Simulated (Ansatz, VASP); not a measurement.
Two plane-wave programs on BaCd3Se4

The input INCAR:

```
SYSTEM = BaCd3Se4
PREC = Accurate ; ENCUT = 600
EDIFF = 1E-6 ; ISMEAR = 0
SIGMA = 0.15 ; LREAL = .False.
LASPH = .True. ; NELM = 80
ALGO = Normal ; ISIF = 3
LWAVE = .False. ; LCHARG = .False.
GGA = PE ; IBRION = 2
NSW = 36 ; EDIFFG = -0.08
```

The input KPOINTS:

```
Automatic mesh
0
Gamma
  3 3 3
  0 0 0
```

Contents of POSCAR:

```
BaCd3Se4
1.0
   -3.1237554100      3.1237554100      6.6588539600
    3.1237554100     -3.1237554100      6.6588539600
    3.1237554100      3.1237554100     -6.6588539600
Ba Cd Se
1 3 4
Direct
    0.5000000000      0.5000000000      0.0000000000
    0.8175869400      0.8175869400      0.0000000000
    0.1824130600      0.1824130600      0.0000000000
    0.0000000000      0.0000000000      0.0000000000
    0.6716882900      0.1716882900      0.5000000000
    0.1716882900      0.6716882900      0.5000000000
    0.3283117100      0.8283117100      0.5000000000
    0.8283117100      0.3283117100      0.5000000000
```

Input for Ansatz:

```yaml
crystal:
  lattice:
    - [-3.12375541, 3.12375541, 6.65885396]
    - [3.12375541, -3.12375541, 6.65885396]
    - [3.12375541, 3.12375541, -6.65885396]
  atoms:
    - { symbol: Ba, position: [0.5, 0.5, 0.0] }
    - { symbol: Cd, position: [0.81758694, 0.81758694, 0.0] }
    - { symbol: Cd, position: [0.18241306, 0.18241306, 0.0] }
    - { symbol: Cd, position: [0.0, 0.0, 0.0] }
    - { symbol: Se, position: [0.67168829, 0.17168829, 0.5] }
    - { symbol: Se, position: [0.17168829, 0.67168829, 0.5] }
    - { symbol: Se, position: [0.32831171, 0.82831171, 0.5] }
    - { symbol: Se, position: [0.82831171, 0.32831171, 0.5] }
basis:
  ecutwfc: 420
kpoints:
  mp_grid: { grid: [3, 3, 3] }
hamiltonian:
  xc: pbe
scf:
  occupations: { method: gaussian, width: 0.15 }
  lower_state_search: "off"
output:
  forces: true
  stress: true
  eigenvalues: true
relax:
  adjacent_minimum: "off"
  f_tol: 0.08
  max_steps: 16
  cell: { stress_tol: 0.8 }
```

Alike in both runs: task relaxation of cell and atoms; functional PBE; k mesh 3 × 3 × 3; occupations gaussian, width 0.15 eV; no spin polarisation.

```csv
,VASP,Ansatz
version,VASP 6.6.1,Ansatz 0.2.0
potentials or method,"VASP PAW PBE potentials, release 64 (Ba_sv, Cd, Se), cutoff 600 eV","scalar-relativistic, plane waves, PAW"
valence electrons in the cell,70,134
```

VASP gave:

```
gap on the k mesh at the Fermi level, each at its own relaxed structure (eV)  : none
relaxed volume (Å³/atom)                                                      : 26.37
relaxed length of the cell vector where the two differ most in proportion (Å) : 8.709
```

Task: What did Ansatz give for the same quantities?

Result: gap on the k mesh at the Fermi level, each at its own relaxed structure (eV): none; relaxed volume (Å³/atom): 25.17; relaxed length of the cell vector where the two differ most in proportion (Å): 8.507.

A gap of «none» marks a metal or a gap that the smearing closes. VASP's potentials hold 70 valence electrons a cell and Ansatz's 134, so a difference there can come from the potentials and not from the codes.

The k mesh is coarse, so the values compare programs but aren't converged. Neither program's run includes spin-orbit coupling. Noted on VASP's run: the volume moved by over 15 % at a fixed basis, so the end points are rough.
